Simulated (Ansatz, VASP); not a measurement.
Mg in VASP and in Ansatz

```xyz
2
Lattice="3.2532 0.0000 0.0000 -1.6266 2.8174 0.0000 0.0000 0.0000 5.0704" Properties=species:S:1:pos:R:3 pbc="T T T"
Mg    0.0000    1.8783    1.2676
Mg    1.6266    0.9391    3.8028
```

Alike in both runs: task single point; functional PBE; k mesh 18 × 18 × 10; occupations gaussian, width 0.15 eV; no spin polarisation.

|  | VASP | Ansatz |
| --- | --- | --- |
| version | VASP 6.6.1 | Ansatz 0.2.0 |
| potentials or method | VASP PAW PBE potentials, release 64 (Mg), cutoff 520 eV | scalar-relativistic, plane waves, PAW |
| valence electrons in the cell | 4 | 20 |

Ansatz gave:

```
gap on the k mesh at the Fermi level (eV)                     : none
pressure (GPa)                                                : -0.4
traceless stress, the component that is largest in VASP (GPa) : 1.03
```

Problem. Which values does VASP return?

Solution. gap on the k mesh at the Fermi level (eV): none; pressure (GPa): -0.5; traceless stress, the component that is largest in VASP (GPa): 1.03.

A gap of «none» marks a metal or a gap that the smearing closes. VASP's potentials hold 4 valence electrons a cell and Ansatz's 20, so a difference there can come from the potentials and not from the codes.
